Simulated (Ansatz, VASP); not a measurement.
Hf in VASP and in Ansatz

POSCAR

```
Hf
1.0
    0.0000000000      2.2200000000      2.2200000000
    2.2200000000      0.0000000000      2.2200000000
    2.2200000000      2.2200000000      0.0000000000
Hf
1
Direct
    0.0000000000      0.0000000000      0.0000000000
```

File INCAR.step1:

```
SYSTEM = Hf
PREC = Accurate ; ENCUT = 520
EDIFF = 1E-5 ; ISMEAR = -1
SIGMA = 0.05 ; LREAL = .False.
LASPH = .True. ; NELM = 80
ALGO = Normal ; ISIF = 2
LWAVE = .True. ; LCHARG = .False.
GGA = PE ; NBANDS = 11
```

The input INCAR.step2:

```
SYSTEM = Hf
PREC = Accurate ; ENCUT = 520
EDIFF = 1E-6 ; ISMEAR = -1
SIGMA = 0.05 ; LREAL = .False.
LASPH = .True. ; NELM = 80
ALGO = Normal ; ISIF = 2
LWAVE = .False. ; LCHARG = .False.
GGA = PE ; LHFCALC = .True.
AEXX = 0.25 ; PRECFOCK = Normal
ISTART = 1 ; NBANDS = 11
```

KPOINTS

```
Automatic mesh
0
Gamma
  5 5 5
  0 0 0
```

input

```
crystal:
  lattice:
    - [0.0, 2.22, 2.22]
    - [2.22, 0.0, 2.22]
    - [2.22, 2.22, 0.0]
  atoms:
    - { symbol: Hf, position: [0.0, 0.0, 0.0] }
hamiltonian:
  xc: pbe0
  pseudopotentials: { kind: paw }
kpoints:
  mp_grid: { grid: [5, 5, 5] }
scf:
  occupations: { method: fermi_dirac, width: 0.05 }
output:
  forces: true
  stress: true
  eigenvalues: true
  write_density: true
  write_potential: true
  elf: true
  volumetric_format: npy
```

Alike in both runs: task single point; functional PBE0; k mesh 5 × 5 × 5; occupations fermi-dirac, width 0.05 eV; no spin polarisation.

```csv
,VASP,Ansatz
version,VASP 6.6.1,Ansatz 0.2.0
potentials or method,"VASP PAW PBE potentials, release 64 (Hf_pv)",Ansatz PAW
plane-wave cutoff (eV),520,420
valence electrons in the cell,10,26
```

```tsv
	VASP	Ansatz	Ansatz less VASP
gap on the k mesh at the Fermi level (eV)	none	none	-
pressure (GPa)	2.1	4.4	+2.30
```

A gap of «none» marks a metal or a gap that the smearing closes. VASP's potentials hold 10 valence electrons a cell and Ansatz's 26, so a difference there can come from the potentials and not from the codes.

The k mesh is coarse, so the values compare programs but aren't converged. Spin-orbit coupling is off throughout.
